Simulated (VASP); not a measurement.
Here is a VASP 6.6.1 calculation.

File INCAR:

```
SYSTEM = ScAl3
PREC = Accurate ; ENCUT = 600
EDIFF = 1E-8 ; ISMEAR = -1
SIGMA = 0.15 ; LREAL = .False.
LASPH = .True. ; NELM = 100
ALGO = Normal ; ISIF = 3
LWAVE = .False. ; LCHARG = .False.
GGA = PS ; NBANDS = 18
IBRION = 6 ; NFREE = 2
POTIM = 0.015 ; NSW = 1
```

The input KPOINTS:

```
Automatic mesh
0
Gamma
  10 10 10
  0 0 0
```

POSCAR

```
ScAl3
1.0
    4.0737612897      0.0000000000      0.0000000000
    0.0000000000      4.0737612897      0.0000000000
    0.0000000000      0.0000000000      4.0737612897
Sc Al
1 3
Direct
    0.0000000000      0.0000000000      0.0000000000
    0.5000000000      0.0000000000      0.5000000000
    0.0000000000      0.5000000000      0.5000000000
    0.5000000000      0.5000000000      0.0000000000
```

Potentials or basis: VASP PAW PBE potentials, release 64 (Sc_sv, Al).

Command:

```console
$ cat potpaw_PBE.64/Sc_sv/POTCAR potpaw_PBE.64/Al/POTCAR > POTCAR
$ mpirun -np 1 vasp_std > vasp.out
```

(1) Predict the elastic constants C11, C12, C44.

(2) Estimate the Voigt bulk modulus.

(3) Predict the highest phonon frequency at Γ, LO-TO splitting left out.

Results:

(1) 185, 44, 75 GPa.

(2) 91 GPa.

(3) 337 cm⁻¹.

Caveat: the PAW data sets were made with another functional, which shifts forces and pressure a little.
